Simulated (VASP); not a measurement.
# YSe (R-3m) in VASP: further runs, part 2 of 2

VASP 6.6.1. Earlier steps stand in the parts before.

**4. Electric field gradients, LDA (equal xy, yz and zx shear strains of +1 %)**

INCAR

```
SYSTEM = YSe
PREC = Accurate ; ENCUT = 520
EDIFF = 1E-8 ; ISMEAR = -1
SIGMA = 0.03 ; LREAL = .FALSE.
LASPH = .TRUE. ; NELM = 80
ALGO = Normal ; ISIF = 2
LWAVE = .FALSE. ; LCHARG = .FALSE.
GGA = CA ; LEFG = .TRUE.
NBANDS = 16
```

KPOINTS

```
Automatic mesh
0
G
  7 7 7
  0 0 0
```

POSCAR

```
YSe
1.0
    0.0287500000      2.8893750000      2.8893750000
    2.8893750000      0.0287500000      2.8893750000
    2.8893750000      2.8893750000      0.0287500000
Y Se
1 1
Direct
    0.0000000000      0.0000000000      0.0000000000
    0.5000000000      0.5000000000      0.5000000000
```

Potentials or basis: VASP PAW LDA potentials, release 64 (Y_sv, Se).

The run is started by

```
> cat potpaw_LDA.64/Y_sv/POTCAR potpaw_LDA.64/Se/POTCAR > POTCAR
> mpirun -np 1 vasp_std > vasp.out
```

OUTCAR:

```text
SYSTEM = YSe
   PREC = Accurate
   ENCUT = 520
   EDIFF = 1E-8
   ISMEAR = -1
   LREAL = .FALSE.
   LASPH = .TRUE.
   NELM = 80
   ISIF = 2
   GGA = CA

 ion  position               nearest neighbor table
   1  0.000  0.000  0.000-   2 2.88   2 2.88   2 2.88   2 2.88   2 2.88   2 2.88
   2  0.500  0.500  0.500-   1 2.88   1 2.88   1 2.88   1 2.88   1 2.88   1 2.88

  LATTYP: Found a trigonal (rhomboedric) cell.
 ALAT       =     4.0862944514
 COS(alpha) =     0.5099250056

  Lattice vectors:

 A1 = (   0.0287500000,   2.8893750000,   2.8893750000)
 A2 = (   2.8893750000,   0.0287500000,   2.8893750000)
 A3 = (   2.8893750000,   2.8893750000,   0.0287500000)

Analysis of symmetry for initial positions (statically):
=====================================================================
 Subroutine PRICEL returns:
 Original cell was already a primitive cell.

 Routine SETGRP: Setting up the symmetry group for a
 trigonal (rhombohedral) supercell.

[... 645 lines left out ...]
     0.028750000  2.889375000  2.889375000    -0.175652260  0.173921696  0.173921696
     2.889375000  0.028750000  2.889375000     0.173921696 -0.175652260  0.173921696
     2.889375000  2.889375000  0.028750000     0.173921696  0.173921696 -0.175652260

 POSITION                                       TOTAL-FORCE (eV/Angst)
 -----------------------------------------------------------------------------------
      0.00000      0.00000      0.00000         0.000000     -0.000000     -0.000000
      2.90375      2.90375      2.90375        -0.000000      0.000000      0.000000
 -----------------------------------------------------------------------------------
    total drift:                               -0.000000      0.000000      0.000000

  FREE ENERGIE OF THE ION-ELECTRON SYSTEM (eV)
  ---------------------------------------------------
  free  energy   TOTEN  =       -14.8954104152 eV

  energy  without entropy=      -14.8922054023  energy(sigma->0) =      -14.89380791

 Electric field gradients (V/A^2)
---------------------------------------------------------------------
 ion       V_xx      V_yy      V_zz      V_xy      V_xz      V_yz
---------------------------------------------------------------------
   1       0.000    -0.000    -0.000    -0.970    -0.970    -0.970
   2       0.000    -0.000     0.000     1.976     1.976     1.976
---------------------------------------------------------------------

 Electric field gradients after diagonalization (V/A^2)
 (convention: |V_zz| > |V_xx| > |V_yy|)
----------------------------------------------------------------------
 ion       V_xx      V_yy      V_zz     asymmetry (V_yy - V_xx)/ V_zz
----------------------------------------------------------------------
   1       0.970     0.970    -1.939       0.000
   2      -1.976    -1.976     3.952       0.000
----------------------------------------------------------------------

           NMR quadrupolar parameters

 Cq : quadrupolar parameter    Cq=e*Q*V_zz/h
 eta: asymmetry parameters     (V_yy - V_xx)/ V_zz
 Q  : nuclear electric quadrupole moment in mb (millibarn)
----------------------------------------------------------------------
 ion       Cq(MHz)       eta       Q (mb)
----------------------------------------------------------------------
   1      -0.005       0.000       1.000
   2       0.010       0.000       1.000
----------------------------------------------------------------------
```

OSZICAR:

```text
N       E                     dE             d eps       ncg     rms          rms(c)
DAV:   1     0.600316317896E+02    0.60032E+02   -0.79874E+03  1408   0.976E+02
DAV:   2    -0.120953987833E+02   -0.72127E+02   -0.68249E+02  1912   0.202E+02
DAV:   3    -0.154694416887E+02   -0.33740E+01   -0.33537E+01  1824   0.342E+01
DAV:   4    -0.155604083660E+02   -0.90967E-01   -0.90898E-01  1880   0.555E+00
DAV:   5    -0.155625827726E+02   -0.21744E-02   -0.21744E-02  1784   0.683E-01    0.239E+01
DAV:   6    -0.149708999403E+02    0.59168E+00   -0.72371E-01  1544   0.520E+00    0.174E+01
DAV:   7    -0.149116124885E+02    0.59287E-01   -0.39733E-01  1992   0.379E+00    0.441E+00
DAV:   8    -0.148961460194E+02    0.15466E-01   -0.89435E-02  1624   0.189E+00    0.283E-01
DAV:   9    -0.148954750376E+02    0.67098E-03   -0.57772E-03  1672   0.522E-01    0.148E-01
DAV:  10    -0.148954090048E+02    0.66033E-04   -0.34840E-04  1816   0.151E-01    0.135E-01
DAV:  11    -0.148954115102E+02   -0.25054E-05   -0.44309E-05  1696   0.530E-02    0.610E-02
DAV:  12    -0.148954108792E+02    0.63097E-06   -0.71409E-06  1712   0.194E-02    0.789E-03
DAV:  13    -0.148954104232E+02    0.45605E-06   -0.91893E-07  1752   0.656E-03    0.217E-03
DAV:  14    -0.148954104169E+02    0.62560E-08   -0.15880E-07  1848   0.266E-03    0.133E-03
DAV:  15    -0.148954104152E+02    0.17346E-08   -0.11866E-08  1248   0.814E-04
   1 F= -.14895410E+02 E0= -.14893808E+02  d E =-.320501E-02
```

Run time: 58 s. Hardware: 1 thread of AMD EPYC 7R13, shared host; peak memory 0.16 GiB.

What came out:

| Quantity | Value |
| --- | --- |
| Free energy | -14.8954 eV |
| Pressure | -4.5 GPa |

Levels at points of the mesh, in eV from the Fermi level:
```tsv
k point	band 5	band 6	band 7	band 8	band 9	band 10	band 11	band 12
(0.00, 0.00, 0.00)	-15.21	-3.12	-3.04	-3.04	-0.42	-0.28	-0.28	0.45
```

Electric field gradients, principal values (V/Å²):
| atom | least | middle | greatest (by size) |
| --- | --- | --- | --- |
| 1 Y | 0.970 | 0.970 | -1.939 |
| 2 Se | -1.976 | -1.976 | 3.952 |

Caveat: the cell differs from its parent crystal (equal xy, yz and zx shear strains of +1 %); without QUAD_EFG the Cq values of the log hold for a quadrupole moment of 1 mb, not for the nuclei.
